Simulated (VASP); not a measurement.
Write the native input for VASP 6.6.1 that does the following.

```yaml
Task: single point
Functional: BLYP
Potentials_or_basis: VASP PAW PBE potentials, release 64 (W_sv, S)
Cutoff: 520 eV
k_mesh: 12 × 12 × 12
Occupations: fermi-dirac, width 0.1 eV
Spin: no spin polarisation
Dipole_correction: no
Further_INCAR_settings: ALGO = Normal; EDIFF = 1e-06; NBANDS = 20
```

The structure of WS2 (Tungstenite) lies in POSCAR:

```
WS2
1.0
    6.4273630000      0.0000000000      0.0000000000
    5.6515424698      3.0612191763      0.0000000000
    5.6515424698      1.4322994933      2.7054724184
W S
1 2
Direct
    0.0000000000      0.0000000000      0.0000000000
    0.2497000000      0.2497000000      0.2497000000
    0.4190000000      0.4190000000      0.4190000000
```

These files were run (other wordings do the same):

INCAR

```
  PREC = Accurate
  ENCUT = 520
  EDIFF = 1E-6
  ISMEAR = -1
  SIGMA = 0.1
  LREAL = F
  LASPH = T
  NELM = 80
  ALGO = Normal
  ISIF = 2
  LWAVE = F
  LCHARG = T
  GGA = B5
  ALDAX = 1.0
  AGGAX = 1.0
  AGGAC = 1.0
  ALDAC = 0.0
  LELF = T
  LVHAR = T
  NBANDS = 20
```

KPOINTS

```
Automatic mesh
0
Gamma
  12 12 12
```

Potentials or basis: VASP PAW PBE potentials, release 64 (W_sv, S).

The run is started by

```sh
$ cat potpaw_PBE.64/W_sv/POTCAR potpaw_PBE.64/S/POTCAR > POTCAR
$ mpirun -np 1 vasp_std > vasp.out
```

Results of the run:

The pressure is 12.5 GPa, the largest force is 0.939 eV/Å and the band gap on the k mesh is 1.04 eV, indirect (least direct gap 1.91 eV).

Caveat: the PAW data sets were made with another functional, which shifts forces and pressure a little; spin-orbit coupling is left out, which moves the levels of the heavy elements.

Run time: 3.5 min on 1 thread of Intel(R) Xeon(R) 6975P-C (Granite Rapids), with other jobs on the host, peak memory 0.43 GiB.
